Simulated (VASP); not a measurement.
# NiSb (P6_3/mmc) in VASP: further runs

Runs on NiSb. Level: PBE. Tasks: single point.

Everything below comes from runs of VASP 6.6.1. Logs are shortened: lines on timing, memory, paths and dates and some standing lists are left out, and cuts for length are marked.

## Step 1: The cell of the first run

The structure is hexagonal, space group P6_3/mmc (No. 194). The conventional cell has a = 3.809 Å, b = 3.809 Å, c = 4.938 Å, α = 90.00°, β = 90.00°, γ = 120.00°. Ni (site symmetry -3m) has 2 Ni at 2.47 Å and 6 Sb at 2.52 Å within 3.3 Å. Within 3.4 Å of Sb (site symmetry -6m2) lie 6 Ni at 2.52 Å and 6 Sb at 3.31 Å.

## Step 2: Single point, PBE

INCAR reads:

```
ALGO     = Normal         # electronic algorithm
EDIFF    = 1E-6           # SCF threshold, eV
ENCUT    = 520            # plane-wave cutoff, eV
GGA      = PE             # functional
ISIF     = 2              # what is computed and relaxed
ISMEAR   = 0              # smearing method
LASPH    = True           # aspherical terms in the spheres
LCHARG   = False          # write CHGCAR
LREAL    = False          # projectors in reciprocal space
LWAVE    = False          # write WAVECAR
NBANDS   = 23             # bands
NELM     = 80             # most SCF steps
PREC     = Accurate       # precision mode
SIGMA    = 0.1            # smearing width, eV
```

KPOINTS reads:

```
k-points
0
Gamma
  12 12 8
```

POSCAR reads:

```
NiSb
1.0
    3.8085161525      0.0000000000      0.0000000000
   -1.9042580762      3.2982717388      0.0000000000
    0.0000000000      0.0000000000      4.9380528178
Ni Sb
2 2
Direct
    0.0000000000      0.0000000000      0.0000000000
    0.0000000000      0.0000000000      0.5000000000
    0.3333333333      0.6666666667      0.2500000000
    0.6666666667      0.3333333333      0.7500000000
```

Potentials or basis: VASP PAW PBE potentials, release 64 (Ni, Sb).

Launch:

```bash
cat potpaw_PBE.64/Ni/POTCAR potpaw_PBE.64/Sb/POTCAR > POTCAR
mpirun -np 1 vasp_std > vasp.out
```

OUTCAR:

```text
EDIFF = 1E-6
   ENCUT = 520
   GGA = PE
   ISIF = 2
   ISMEAR = 0
   LASPH = True
   LREAL = False
   NELM = 80
   PREC = Accurate

 ion  position               nearest neighbor table
   1  0.000  0.000  0.000-   2 2.47   2 2.47   4 2.52   3 2.52   3 2.52   4 2.52   4 2.52   3 2.52

   2  0.000  0.000  0.500-   1 2.47   1 2.47   4 2.52   3 2.52   3 2.52   4 2.52   4 2.52   3 2.52

   3  0.333  0.667  0.250-   1 2.52   2 2.52   1 2.52   2 2.52   1 2.52   2 2.52   4 3.31   4 3.31
                             4 3.31   4 3.31   4 3.31   4 3.31
   4  0.667  0.333  0.750-   1 2.52   2 2.52   1 2.52   2 2.52   1 2.52   2 2.52   3 3.31   3 3.31
                             3 3.31   3 3.31   3 3.31   3 3.31

  LATTYP: Found a hexagonal cell.
 ALAT       =     3.8085161525
 C/A-ratio  =     1.2965818235

  Lattice vectors:

 A1 = (   3.8085161525,   0.0000000000,   0.0000000000)
 A2 = (  -1.9042580762,   3.2982717388,   0.0000000000)
 A3 = (   0.0000000000,   0.0000000000,   4.9380528178)

Analysis of symmetry for initial positions (statically):
=====================================================================
 Subroutine PRICEL returns:
 Original cell was already a primitive cell.

 Routine SETGRP: Setting up the symmetry group for a
 hexagonal supercell.

 Subroutine GETGRP returns: Found 24 space group operations
 (whereof 12 operations were pure point group operations)
 out of a pool of 24 trial point group operations.

The static configuration has the point symmetry D_3d.
 The point group associated with its full space group is D_6h.

Analysis of symmetry for dynamics (positions and initial velocities):
=====================================================================
 Subroutine PRICEL returns:
 Original cell was already a primitive cell.

 Routine SETGRP: Setting up the symmetry group for a
 hexagonal supercell.

 Subroutine GETGRP returns: Found 24 space group operations
 (whereof 12 operations were pure point group operations)
 out of a pool of 24 trial point group operations.

The dynamic configuration has the point symmetry D_3d.
 The point group associated with its full space group is D_6h.

 Subroutine INISYM returns: Found 24 space group operations
 (whereof 12 operations are pure point group operations),
 and found     1 'primitive' translations

----------------------------------------------------------------------------------------

[... 95 lines left out ...]
   NELM   =     80;   NELMIN=  2; NELMDL= -5     # of ELM steps
   EDIFF  = 0.1E-05   stopping-criterion for ELM
   LREAL  =      F    real-space projection
   EDIFFG = 0.1E-04   stopping-criterion for IOM
   NSW    =      0    number of steps for IOM
   IBRION =     -1    ionic relax: 0-MD 1-quasi-New 2-CG
   NFREE  =      0    steps in history (QN), initial steepest desc. (CG)
   ISIF   =      2    stress and relaxation
   ISYM   =      2    0-nonsym 1-usesym 2-fastsym
   POTIM  = 0.5000    time-step for ionic-motion
   TEBEG  =    0.0;   TEEND  =   0.0 temperature during run
   PSTRESS=    0.0 pullay stress
   NELECT =      30.0000    total number of electrons
   NUPDOWN=      -1.0000    fix difference up-down
   EMIN   =  10.00;   EMAX   =-10.00  energy-range for DOS
   EFERMI =   0.00;   METHOD = LEGACY
   ISMEAR =     0;   SIGMA  =   0.10  broadening in eV -4-tet -1-fermi 0-gaus
   EFERMI_NEDOS =   21; number of points for ismear=-14 and -15
   IALGO  =     38    algorithm
   IMIX   =      4    mixing-type and parameters
     AMIX     =   0.40;   BMIX     =  1.00
     AMIX_MAG =   1.60;   BMIX_MAG =  1.00
  volume/ion in A,a.u.               =      15.51       104.65
  Fermi-wavevector in a.u.,A,eV,Ry     =   1.285038  2.428369 22.467604  1.651322
  Thomas-Fermi vector in A             =   2.417196
   LORBIT       =      0    0 simple, 1 ext, 2 COOP (PROOUT), +10 PAW based schemes
   GGA     = PE    functional components
   LHFCALC =     F    Hartree Fock is set to
   AEXX    =    0.0000 exact exchange contribution
   IVDW    =     0    specifies the selected vdW correction
   LEPSILON=     F    determine dielectric tensor
   LRPA    =     F    only Hartree local field effects (RPA)
 non-spin polarized calculation
 Gauss-broadening in eV      SIGMA  =   0.10
  energy-cutoff  :      520.00
  volume of cell :       62.03
 maximum number of plane-waves:      1689
   NGX = 15   NGY = 15   NGZ = 19

 number of electron      29.9999970 magnetization

 Free energy of the ion-electron system (eV)
  ---------------------------------------------------
  ext. energy  EPLUGINS =         0.00000000
  ---------------------------------------------------
  free energy    TOTEN  =       -19.85543399 eV

  energy without entropy =      -19.84671735  energy(sigma->0) =      -19.85107567

 E-fermi :  11.6534     XC(G=0): -12.0277

 val. band max:       11.6438846640   @ k =   0.5000   0.0000   0.1250
 cond. band min:      11.6692771643   @ k =   0.3333   0.2500   0.0000
 fundamental gap:      0.0253925003
 Fermi energy:        11.6533639632

 k-point     1 :       0.0000    0.0000    0.0000
  band No.  band energies     occupation
      1      -2.2666      2.00000
      2       3.0243      2.00000
      3       4.6835      2.00000
      4       7.1182      2.00000
      5       7.1182      2.00000
      6       7.9190      2.00000
[... 613 lines left out ...]
     22      19.2543      0.00000
     23      20.8942      0.00000

 [... further k-points ...]

------------------------ aborting loop because EDIFF is reached ----------------------------------------

  FORCE on cell =-STRESS in cart. coord.  units (eV):
  Direction    XX          YY          ZZ          XY          YZ          ZX
  --------------------------------------------------------------------------------------
  -------------------------------------------------------------------------------------
  Total        7.6175503      7.6175503      7.6925225      0.0000000      0.0000000     -0.0000000
  in kB      196.7559818    196.7559818    198.6924633      0.0000000      0.0000000     -0.0000000
  external PRESSURE =     197.4014756 kB  Pullay stress =       0.0000000 kB

 VOLUME and BASIS-vectors are now :
 -----------------------------------------------------------------------------
  energy-cutoff  :      520.00
  volume of cell :       62.03
      direct lattice vectors                 reciprocal lattice vectors
     3.808516153  0.000000000  0.000000000     0.262569452  0.151594544  0.000000000
    -1.904258076  3.298271739  0.000000000     0.000000000  0.303189088  0.000000000
     0.000000000  0.000000000  4.938052818     0.000000000  0.000000000  0.202508972

 POSITION                                       TOTAL-FORCE (eV/Angst)
 -----------------------------------------------------------------------------------
      0.00000      0.00000      0.00000         0.000000      0.000000      0.000000
      0.00000      0.00000      2.46903         0.000000      0.000000      0.000000
     -0.00000      2.19885      1.23451        -0.000000     -0.000000     -0.000000
      1.90426      1.09942      3.70354         0.000000      0.000000     -0.000000
 -----------------------------------------------------------------------------------
    total drift:                               -0.000000      0.000000     -0.000000

  FREE ENERGIE OF THE ION-ELECTRON SYSTEM (eV)
  ---------------------------------------------------
  free  energy   TOTEN  =       -19.8554339909 eV

  energy  without entropy=      -19.8467173504  energy(sigma->0) =      -19.85107567
```

OSZICAR:

```text
N       E                     dE             d eps       ncg     rms          rms(c)
DAV:   1     0.176057149141E+03    0.17606E+03   -0.12405E+04  4370   0.138E+03
DAV:   2    -0.118159824689E+02   -0.18787E+03   -0.17874E+03  4566   0.289E+02
DAV:   3    -0.210718645529E+02   -0.92559E+01   -0.90594E+01  5337   0.791E+01
DAV:   4    -0.212579059180E+02   -0.18604E+00   -0.18586E+00  4996   0.107E+01
DAV:   5    -0.212643041771E+02   -0.63983E-02   -0.63978E-02  5721   0.203E+00    0.140E+01
DAV:   6    -0.228673380815E+02   -0.16030E+01   -0.21055E+01  5007   0.841E+01    0.148E+01
DAV:   7    -0.199019248089E+02    0.29654E+01   -0.84313E+00  5189   0.600E+01    0.410E+00
DAV:   8    -0.198957684230E+02    0.61564E-02   -0.61633E-01  5552   0.571E+00    0.212E+00
DAV:   9    -0.198553349549E+02    0.40433E-01   -0.12315E-01  5232   0.623E+00    0.381E-01
DAV:  10    -0.198556169117E+02   -0.28196E-03   -0.50332E-03  4933   0.629E-01    0.271E-01
DAV:  11    -0.198554499276E+02    0.16698E-03   -0.42694E-04  5586   0.159E-01    0.566E-02
DAV:  12    -0.198554385796E+02    0.11348E-04   -0.13293E-04  6457   0.172E-01    0.301E-02
DAV:  13    -0.198554369350E+02    0.16447E-05   -0.15470E-05  4811   0.303E-02    0.156E-02
DAV:  14    -0.198554345920E+02    0.23430E-05   -0.13287E-06  3652   0.978E-03    0.230E-03
DAV:  15    -0.198554339909E+02    0.60107E-06   -0.38044E-07  2682   0.552E-03
   1 F= -.19855434E+02 E0= -.19851076E+02  d E =-.871664E-02
```

stdout:

```text
POSCAR found type information on POSCAR NiSb
 POSCAR found :  2 types and       4 ions
 scaLAPACK will be used
 LDA part: xc-table for (Slater+PW92), standard interpolation
 POSCAR, INCAR and KPOINTS ok, starting setup
 FFT: planning ... GRIDC
 FFT: planning ... GRID_SOFT
 FFT: planning ... GRID
 WAVECAR not read
 entering main loop
```

Run time: 2.3 min. Hardware: 1 thread of Intel Xeon Platinum 8259CL at 2.50GHz (Skylake/Cascade Lake), shared host; peak memory 0.26 GiB.

Results:

```yaml
Free_energy: -19.8554 eV
Pressure: 19.7 GPa
Band_gap_on_the_k_mesh: zero (bands 15 and 16 overlap by 3.83 eV)
```

Stress tensor (GPa, compression positive):
```
19.68  0.00  0.00
 0.00 19.68  0.00
 0.00  0.00 19.87
```

Caveat: the cell stands under pressure; spin-orbit coupling is left out, which moves the levels of the heavy elements. Spin polarisation is off, so any magnetic state and its effect on volume and gap are missing.

(Continued in part 2 of 2.)

The gap in the log of VASP goes by the Fermi energy; the results here count the filled bands.